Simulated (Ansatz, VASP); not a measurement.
# ZnS in VASP and in Ansatz

```
CELL_PARAMETERS angstrom
0.00000 2.64847 2.64847
2.64847 0.00000 2.64847
2.64847 2.64847 0.00000
ATOMIC_POSITIONS crystal
Zn 0.75000 0.75000 0.75000
S 0.00000 0.00000 0.00000
```

Alike in both runs: functional LDA; k mesh 10 × 10 × 10; occupations fermi-dirac, width 0.1 eV; no spin polarisation.

Ansatz relaxed the structure, and its values are those at the end. VASP's run is a single point on that final structure, the one shown.

|  | VASP | Ansatz |
| --- | --- | --- |
| version | VASP 6.6.1 | Ansatz 0.2.0 |
| potentials or method | VASP PAW LDA potentials, release 64 (Zn, S) | PAW with Ansatz's default frozen-core files, scalar-relativistic |
| plane-wave cutoff (eV) | 520 | 420 |
| valence electrons in the cell | 18 | 18 |

Ansatz gave:

```
pressure (GPa) : 0.0
```

Task: Which values does VASP return?

Result: Pressure (GPa): 0.2.

LDA's correlation is that of Perdew and Zunger in VASP and of Perdew and Wang (1992) in Ansatz.
